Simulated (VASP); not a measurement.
# HfO2 (Fm-3m) in VASP: a series of runs, part 3 of 3

VASP 6.6.1. Earlier steps stand in the parts before.

### Step 4. Single point, LDA, non-collinear spin, zero start, spin-orbit coupling

This run uses another cell than the first one, of 11.15 Å³/atom, 0.943 times its volume.

The input, INCAR:

```
SYSTEM = HfO2
PREC = Accurate ; ENCUT = 520
EDIFF = 1E-7 ; ISMEAR = -1
SIGMA = 0.1 ; LREAL = .False.
LASPH = .True. ; NELM = 150
ALGO = Normal ; ISIF = 2
LWAVE = .False. ; LCHARG = .True.
LNONCOLLINEAR = .True. ; MAGMOM = 0 0 0 0 0 0 0 0 0
LORBIT = 11 ; LSORBIT = .True.
GGA_COMPAT = .False. ; LORBMOM = .True.
LMAXMIX = 4 ; GGA = CA
LVHAR = .True. ; NBANDS = 35
```

The input, KPOINTS:

```
Automatic mesh
0
Gamma
  9 9 9
  0 0 0
```

The input, POSCAR:

```
HfO2
1.0
    0.0000000000      2.5575000000      2.5575000000
    2.5575000000      0.0000000000      2.5575000000
    2.5575000000      2.5575000000      0.0000000000
Hf O
1 2
Direct
    0.0000000000      0.0000000000      0.0000000000
    0.7500000000      0.7500000000      0.7500000000
    0.2500000000      0.2500000000      0.2500000000
```

Potentials or basis: VASP PAW LDA potentials, release 64 (Hf_pv, O).

Started as:

```console
$ cat potpaw_LDA.64/Hf_pv/POTCAR potpaw_LDA.64/O/POTCAR > POTCAR
$ mpirun -np 1 vasp_ncl > vasp.out
```

OUTCAR:

```text
SYSTEM = HfO2
   PREC = Accurate
   ENCUT = 520
   EDIFF = 1E-7
   ISMEAR = -1
   LREAL = .False.
   LASPH = .True.
   NELM = 150
   ISIF = 2
   LNONCOLLINEAR = .True.
   LORBIT = 11
   LSORBIT = .True.
   GGA = CA

 ion  position               nearest neighbor table
   1  0.000  0.000  0.000-   2 2.21   2 2.21   2 2.21   2 2.21   3 2.21   3 2.21   3 2.21   3 2.21

   2  0.750  0.750  0.750-   1 2.21   1 2.21   1 2.21   1 2.21
   3  0.250  0.250  0.250-   1 2.21   1 2.21   1 2.21   1 2.21

  LATTYP: Found a face centered cubic cell.
 ALAT       =     5.1150000000

  Lattice vectors:

 A1 = (   0.0000000000,   2.5575000000,   2.5575000000)
 A2 = (   2.5575000000,   0.0000000000,   2.5575000000)
 A3 = (   2.5575000000,   2.5575000000,   0.0000000000)

Analysis of symmetry for initial positions (statically):
=====================================================================
 Subroutine PRICEL returns:
 Original cell was already a primitive cell.

 Routine SETGRP: Setting up the symmetry group for a
 face centered cubic supercell.

 Subroutine GETGRP returns: Found 48 space group operations
[... 9 lines left out ...]

 Routine SETGRP: Setting up the symmetry group for a
 face centered cubic supercell.

 Subroutine GETGRP returns: Found 48 space group operations
 (whereof 48 operations were pure point group operations)
 out of a pool of 48 trial point group operations.

The dynamic configuration has the point symmetry O_h .

Analysis of structural, dynamic, and magnetic symmetry:
=====================================================================
 Subroutine PRICEL returns:
 Original cell was already a primitive cell.

 Routine SETGRP: Setting up the symmetry group for a
 face centered cubic supercell.

 Subroutine GETGRP returns: Found 48 space group operations
 (whereof 48 operations were pure point group operations)
 out of a pool of 48 trial point group operations.

The overall configuration has the point symmetry O_h .

 Subroutine INISYM returns: Found 48 space group operations
[... 5 lines left out ...]
                                     Primitive cell

  volume of cell :      33.4562

  direct lattice vectors                    reciprocal lattice vectors
     0.000000000  2.557500000  2.557500000    -0.195503421  0.195503421  0.195503421
     2.557500000  0.000000000  2.557500000     0.195503421 -0.195503421  0.195503421
     2.557500000  2.557500000  0.000000000     0.195503421  0.195503421 -0.195503421

  length of vectors
     3.616851186  3.616851186  3.616851186     0.338621859  0.338621859  0.338621859

  position of ions in fractional coordinates (direct lattice)
     0.000000000  0.000000000  0.000000000
     0.750000000  0.750000000  0.750000000
     0.250000000  0.250000000  0.250000000

  ion indices of the primitive-cell ions
   primitive index   ion index
                 1           1
                 2           2
                 3           3

----------------------------------------------------------------------------------------

 KPOINTS: Automatic mesh

Automatic generation of k-mesh.
 Grid dimensions read from file:
[... 1013 lines left out ...]

------------------------ aborting loop because EDIFF is reached ----------------------------------------

  FORCE on cell =-STRESS in cart. coord.  units (eV):
  Direction    XX          YY          ZZ          XY          YZ          ZX
  --------------------------------------------------------------------------------------
  -------------------------------------------------------------------------------------
  Total       -4.0018564     -4.0018564     -4.0018564      0.0000000      0.0000000      0.0000000
  in kB     -191.6439729   -191.6439729   -191.6439729      0.0000000      0.0000000      0.0000000
  external PRESSURE =    -191.6439729 kB  Pullay stress =       0.0000000 kB

 VOLUME and BASIS-vectors are now :
 -----------------------------------------------------------------------------
  energy-cutoff  :      520.00
  volume of cell :       33.46
      direct lattice vectors                 reciprocal lattice vectors
     0.000000000  2.557500000  2.557500000    -0.195503421  0.195503421  0.195503421
     2.557500000  0.000000000  2.557500000     0.195503421 -0.195503421  0.195503421
     2.557500000  2.557500000  0.000000000     0.195503421  0.195503421 -0.195503421

 POSITION                                       TOTAL-FORCE (eV/Angst)
 -----------------------------------------------------------------------------------
      0.00000      0.00000      0.00000        -0.000000     -0.000000      0.000000
      3.83625      3.83625      3.83625        -0.000000     -0.000000     -0.000000
      1.27875      1.27875      1.27875         0.000000      0.000000      0.000000
 -----------------------------------------------------------------------------------
    total drift:                                0.000000      0.000000      0.000000

  FREE ENERGIE OF THE ION-ELECTRON SYSTEM (eV)
  ---------------------------------------------------
  free  energy   TOTEN  =       -33.5568733106 eV

  energy  without entropy=      -33.5568733075  energy(sigma->0) =      -33.55687331

 orbital moment (x)

 # of ion     p       d       tot
 ----------------------------------------
  1         0.000   0.000   0.000
  2        -0.000   0.000  -0.000
  3        -0.000   0.000  -0.000
 ----------------------------------------
           -0.000   0.000  -0.000

 orbital moment (y)

 # of ion     p       d       tot
 ----------------------------------------
  1         0.000  -0.000  -0.000
  2         0.000   0.000   0.000
  3        -0.000   0.000  -0.000
 ----------------------------------------
           -0.000  -0.000  -0.000

 orbital moment (z)

 # of ion     p       d       tot
 ----------------------------------------
  1         0.000   0.000   0.000
  2         0.000   0.000   0.000
  3         0.000   0.000   0.000
 ----------------------------------------
            0.000   0.000   0.000

 Spin-Orbit-Coupling matrix elements

 Ion:    1  E_soc:     -1.2804813
 l=   1
     0.0000000    -0.2095475    -0.2095475
    -0.2095475     0.0000000    -0.2095475
    -0.2095475    -0.2095475     0.0000000
 l=   2
     0.0000000    -0.0009414     0.0000000    -0.0009414    -0.0029247
    -0.0009414     0.0000000    -0.0021935    -0.0009414    -0.0007312
     0.0000000    -0.0021935     0.0000000    -0.0021935     0.0000000
    -0.0009414    -0.0009414    -0.0021935     0.0000000    -0.0007312
    -0.0029247    -0.0007312     0.0000000    -0.0007312     0.0000000
 l=   3
     0.0000000     0.0000000     0.0000000     0.0000000     0.0000000     0.0000000     0.0000000
     0.0000000     0.0000000     0.0000000     0.0000000     0.0000000     0.0000000     0.0000000
     0.0000000     0.0000000     0.0000000     0.0000000     0.0000000     0.0000000     0.0000000
     0.0000000     0.0000000     0.0000000     0.0000000     0.0000000     0.0000000     0.0000000
[... 29 lines left out ...]
 l=   2
     0.0000000     0.0000000     0.0000000     0.0000000     0.0000000
     0.0000000     0.0000000     0.0000000     0.0000000     0.0000000
     0.0000000     0.0000000     0.0000000     0.0000000     0.0000000
     0.0000000     0.0000000     0.0000000     0.0000000     0.0000000
     0.0000000     0.0000000     0.0000000     0.0000000     0.0000000
 l=   3
     0.0000000     0.0000000     0.0000000     0.0000000     0.0000000     0.0000000     0.0000000
     0.0000000     0.0000000     0.0000000     0.0000000     0.0000000     0.0000000     0.0000000
     0.0000000     0.0000000     0.0000000     0.0000000     0.0000000     0.0000000     0.0000000
     0.0000000     0.0000000     0.0000000     0.0000000     0.0000000     0.0000000     0.0000000
     0.0000000     0.0000000     0.0000000     0.0000000     0.0000000     0.0000000     0.0000000
     0.0000000     0.0000000     0.0000000     0.0000000     0.0000000     0.0000000     0.0000000
     0.0000000     0.0000000     0.0000000     0.0000000     0.0000000     0.0000000     0.0000000

 total charge

# of ion       s       p       d       tot
------------------------------------------
    1        0.290   6.606   1.357   8.253
    2        1.548   3.510   0.000   5.058
    3        1.548   3.510   0.000   5.058
--------------------------------------------------
tot          3.386  13.627   1.357  18.370

 magnetization (x)

# of ion       s       p       d       tot
------------------------------------------
    1        0.000   0.000   0.000   0.000
    2       -0.000   0.000   0.000  -0.000
    3       -0.000   0.000   0.000  -0.000
--------------------------------------------------
tot         -0.000   0.000   0.000  -0.000

 magnetization (y)

# of ion       s       p       d       tot
------------------------------------------
    1        0.000   0.000  -0.000  -0.000
    2       -0.000   0.000   0.000  -0.000
    3       -0.000   0.000   0.000  -0.000
--------------------------------------------------
tot         -0.000   0.000  -0.000  -0.000

 magnetization (z)

# of ion       s       p       d       tot
------------------------------------------
    1       -0.000  -0.000  -0.000  -0.000
    2       -0.000   0.000   0.000  -0.000
    3       -0.000   0.000   0.000  -0.000
--------------------------------------------------
tot         -0.000  -0.000  -0.000  -0.000
```

Wall time 85 s (1 thread of Intel Xeon Platinum 8375C at 2.90GHz (Ice Lake), shared host); peak memory 0.24 GiB.

Results:

```
Free energy                                           : -33.5569 eV
Pressure                                              : -19.2 GPa
Net moment                                            : 0.00 μB per cell
Valence electrons inside the program's atomic spheres : Hf 8.25; O 5.06
```

Moments on the atoms (μB; x, y, z):
```
Hf  0.00 0.00 0.00
O   0.00 0.00 0.00
O   0.00 0.00 0.00
```

### Step 5. Single point, revPBE

This run uses another cell than the first one, of 11.15 Å³/atom, 0.943 times its volume.

The input, INCAR:

```
PREC     = Accurate       # precision mode
ENCUT    = 520            # plane-wave cutoff, eV
EDIFF    = 1E-7           # SCF threshold, eV
ISMEAR   = -1             # smearing method
SIGMA    = 0.05           # smearing width, eV
LREAL    = False          # projectors in reciprocal space
LASPH    = True           # aspherical terms in the spheres
NELM     = 80             # most SCF steps
ALGO     = Normal         # electronic algorithm
ISIF     = 2              # what is computed and relaxed
LWAVE    = False          # write WAVECAR
LCHARG   = True           # write CHGCAR
GGA      = RE             # functional
LELF     = True           # ELF
LVHAR    = True         
NBANDS   = 18             # bands
```

The input, KPOINTS:

```
Automatic mesh
0
Gamma
  9 9 9
```

POSCAR is that of step 4.

Potentials or basis: VASP PAW PBE potentials, release 64 (Hf_pv, O).

Started as:

```console
$ cat potpaw_PBE.64/Hf_pv/POTCAR potpaw_PBE.64/O/POTCAR > POTCAR
$ mpirun -np 1 vasp_std > vasp.out
```

Run time: 14 s. Hardware: 1 thread of Intel Xeon 6975P-C (Granite Rapids), shared host; peak memory 0.17 GiB.

Results (log left out):

- Free energy: -29.0911 eV
- Pressure: -2.4 GPa
- Band gap on the k mesh: 3.91 eV, indirect (least direct gap 4.03 eV)

Levels at points of the mesh, in eV from the valence-band top:
| k point | band 7 | band 8 | band 9 | band 10 | band 11 | band 12 | band 13 | band 14 | band 15 | band 16 |
| --- | --- | --- | --- | --- | --- | --- | --- | --- | --- | --- |
| (0.00, 0.00, 0.00) | -5.12 | -5.12 | -0.54 | -0.54 | -0.54 | 3.92 | 3.92 | 5.79 | 10.15 | 10.15 |

Caveat: the PAW data sets were made with another functional, which shifts forces and pressure a little; spin-orbit coupling is left out, which moves the levels of the heavy elements. Expect the measured gap to be larger: semilocal functionals such as revPBE lack the derivative discontinuity.

### Step 6. Single point, BLYP

This run uses another cell than the first one, of 11.15 Å³/atom, 0.943 times its volume.

The input, INCAR:

```
SYSTEM = HfO2
PREC     = Accurate       ! precision mode
ENCUT    = 520            ! plane-wave cutoff, eV
EDIFF    = 1E-7           ! SCF threshold, eV
ISMEAR   = -1             ! smearing method
SIGMA    = 0.05           ! smearing width, eV
LREAL    = .FALSE.        ! projectors in reciprocal space
LASPH    = .TRUE.         ! aspherical terms in the spheres
NELM     = 80             ! most SCF steps
ALGO     = Normal         ! electronic algorithm
ISIF     = 2              ! what is computed and relaxed
LWAVE    = .FALSE.        ! write WAVECAR
LCHARG   = .FALSE.        ! write CHGCAR
GGA      = B5             ! functional
ALDAX    = 1.0          
AGGAX    = 1.0          
AGGAC    = 1.0          
ALDAC    = 0.0          
NBANDS   = 18             ! bands
```

The input, KPOINTS:

```
regular mesh
0
G
  9 9 9
  0 0 0
```

POSCAR is that of step 5.

Potentials or basis: VASP PAW PBE potentials, release 64 (Hf_pv, O).

Started as:

```console
$ cat potpaw_PBE.64/Hf_pv/POTCAR potpaw_PBE.64/O/POTCAR > POTCAR
$ mpirun -np 1 vasp_std > vasp.out
```

OUTCAR:

```text
SYSTEM = HfO2
   PREC = Accurate
   ENCUT = 520
   EDIFF = 1E-7
   ISMEAR = -1
   LREAL = .FALSE.
   LASPH = .TRUE.
   NELM = 80
   ISIF = 2
   GGA = B5

 ion  position               nearest neighbor table
   1  0.000  0.000  0.000-   2 2.21   2 2.21   2 2.21   2 2.21   3 2.21   3 2.21   3 2.21   3 2.21

   2  0.750  0.750  0.750-   1 2.21   1 2.21   1 2.21   1 2.21
   3  0.250  0.250  0.250-   1 2.21   1 2.21   1 2.21   1 2.21

  LATTYP: Found a face centered cubic cell.
 ALAT       =     5.1150000000

  Lattice vectors:

 A1 = (   0.0000000000,   2.5575000000,   2.5575000000)
 A2 = (   2.5575000000,   0.0000000000,   2.5575000000)
 A3 = (   2.5575000000,   2.5575000000,   0.0000000000)

Analysis of symmetry for initial positions (statically):
=====================================================================
 Subroutine PRICEL returns:
 Original cell was already a primitive cell.

 Routine SETGRP: Setting up the symmetry group for a
 face centered cubic supercell.

 Subroutine GETGRP returns: Found 48 space group operations
[... 9 lines left out ...]

 Routine SETGRP: Setting up the symmetry group for a
[... 149 lines left out ...]
  ext. energy  EPLUGINS =         0.00000000
  ---------------------------------------------------
  free energy    TOTEN  =       -28.91234988 eV

  energy without entropy =      -28.91234988  energy(sigma->0) =      -28.91234988

 E-fermi :   5.4218     XC(G=0): -11.1495

 val. band max:        4.3571895120   @ k =  -0.4444   0.4444   0.0000
 cond. band min:       8.2422900602   @ k =   0.0000   0.0000   0.0000
 fundamental gap:      3.8851005482
 Fermi energy:         5.4218322055

 k-point     1 :       0.0000    0.0000    0.0000
  band No.  band energies     occupation
      1     -25.2979      2.00000
      2     -25.2979      2.00000
      3     -25.2979      2.00000
      4     -14.0308      2.00000
      5     -11.1582      2.00000
      6      -0.7132      2.00000
[... 481 lines left out ...]
      5     -12.0942      2.00000
      6      -1.6437      2.00000
[... 10 lines left out ...]
     17      16.4344      0.00000
     18      16.9885      0.00000

 [... further k-points ...]
[... 5 lines left out ...]
  --------------------------------------------------------------------------------------
  -------------------------------------------------------------------------------------
  Total        0.2390703      0.2390703      0.2390703      0.0000000     -0.0000000      0.0000000
  in kB       11.4487798     11.4487798     11.4487798      0.0000000     -0.0000000      0.0000000
  external PRESSURE =      11.4487798 kB  Pullay stress =       0.0000000 kB

 VOLUME and BASIS-vectors are now :
 -----------------------------------------------------------------------------
  energy-cutoff  :      520.00
  volume of cell :       33.46
      direct lattice vectors                 reciprocal lattice vectors
     0.000000000  2.557500000  2.557500000    -0.195503421  0.195503421  0.195503421
     2.557500000  0.000000000  2.557500000     0.195503421 -0.195503421  0.195503421
     2.557500000  2.557500000  0.000000000     0.195503421  0.195503421 -0.195503421

 POSITION                                       TOTAL-FORCE (eV/Angst)
 -----------------------------------------------------------------------------------
      0.00000      0.00000      0.00000         0.000000     -0.000000      0.000000
      3.83625      3.83625      3.83625         0.000000     -0.000000     -0.000000
      1.27875      1.27875      1.27875        -0.000000      0.000000      0.000000
 -----------------------------------------------------------------------------------
    total drift:                                0.000000      0.000000      0.000000

  FREE ENERGIE OF THE ION-ELECTRON SYSTEM (eV)
  ---------------------------------------------------
  free  energy   TOTEN  =       -28.9123498839 eV

  energy  without entropy=      -28.9123498839  energy(sigma->0) =      -28.91234988
```

OSZICAR:

```text
N       E                     dE             d eps       ncg     rms          rms(c)
DAV:   1     0.961365168368E+02    0.96137E+02   -0.12627E+04  1260   0.120E+03
DAV:   2    -0.313874226690E+02   -0.12752E+03   -0.12395E+03  1582   0.288E+02
DAV:   3    -0.356698354643E+02   -0.42824E+01   -0.42644E+01  1432   0.473E+01
DAV:   4    -0.356975320822E+02   -0.27697E-01   -0.27688E-01  1552   0.422E+00
DAV:   5    -0.356977193144E+02   -0.18723E-03   -0.18723E-03  1408   0.322E-01    0.434E+01
DAV:   6    -0.290803754536E+02    0.66173E+01   -0.24518E+01  1286   0.351E+01    0.393E+01
DAV:   7    -0.289670227970E+02    0.11335E+00   -0.78853E-01  1436   0.726E+00    0.290E+01
DAV:   8    -0.289488061855E+02    0.18217E-01   -0.45685E-01  1418   0.599E+00    0.122E+01
DAV:   9    -0.289122410040E+02    0.36565E-01   -0.10741E-01  1346   0.277E+00    0.276E+00
DAV:  10    -0.289123159785E+02   -0.74974E-04   -0.27499E-03  1452   0.403E-01    0.490E-01
DAV:  11    -0.289123500398E+02   -0.34061E-04   -0.23333E-04  1456   0.137E-01    0.207E-01
DAV:  12    -0.289123498896E+02    0.15019E-06   -0.14786E-05  1488   0.279E-02    0.395E-02
DAV:  13    -0.289123498839E+02    0.57448E-08   -0.67263E-07  1464   0.648E-03
   1 F= -.28912350E+02 E0= -.28912350E+02  d E =-.233555E-10
```

stdout:

```text
POSCAR found type information on POSCAR HfO
 POSCAR found :  2 types and       3 ions
 scaLAPACK will be used
 -----------------------------------------------------------------------------
|                                                                             |
|                                                                             |
|     You enforced a specific xc type in the INCAR file but a different       |
|     I HOPE YOU KNOW WHAT YOU ARE DOING!                                     |
|                                                                             |
 -----------------------------------------------------------------------------

 LDA part: xc-table for (Slater(with rela. corr.)+VWN5), standard interpolation
 POSCAR, INCAR and KPOINTS ok, starting setup
 FFT: planning ... GRIDC
 FFT: planning ... GRID_SOFT
 FFT: planning ... GRID
 WAVECAR not read
 entering main loop
```

Run time: 18 s. Hardware: 1 thread of Intel Xeon 6975P-C (Granite Rapids), shared host; peak memory 0.16 GiB.

Results:

```yaml
Free_energy: -28.9123 eV
Pressure: 1.1 GPa
Band_gap_on_the_k_mesh: 3.89 eV, indirect (least direct gap 4.02 eV)
```

Caveat: the PAW data sets were made with another functional, which shifts forces and pressure a little; spin-orbit coupling is left out, which moves the levels of the heavy elements. A k mesh can miss the band edges.

### Step 7. The runs side by side

```tsv
level	potentials or basis	spin	cell	smearing	gap on the mesh (eV)	pressure (GPa)
PBEsol	VASP PAW PBE potentials, release 64 (Hf_pv, O)	off	a = 3.688 Å, angles 60.0°, 3 atoms	fermi-dirac 0.05 eV	3.55	-24.4
PBE	VASP PAW PBE potentials, release 64 (Hf_pv, O)	off	a = 3.664 Å, angles 60.0°, 3 atoms	fermi-dirac 0.05 eV	3.72	-14.1
LDA	VASP PAW LDA potentials, release 64 (Hf_pv, O)	non-collinear, zero start, SOC	a = 3.617 Å, angles 60.0°, 3 atoms	fermi-dirac 0.1 eV	-	-19.2
revPBE	VASP PAW PBE potentials, release 64 (Hf_pv, O)	off	a = 3.617 Å, angles 60.0°, 3 atoms	fermi-dirac 0.05 eV	3.91	-2.4
BLYP	VASP PAW PBE potentials, release 64 (Hf_pv, O)	off	a = 3.617 Å, angles 60.0°, 3 atoms	fermi-dirac 0.05 eV	3.89	1.1
```

Alike in all rows: task single point; k mesh 9 × 9 × 9; cutoff (eV) 520.

Caveats: spin-orbit coupling is left out, which moves the levels of the heavy elements (some runs); the PAW data sets were made with another functional, which shifts forces and pressure a little (some runs).

Total energies depend on the potentials used, so only differences within one code and one set of settings carry meaning.
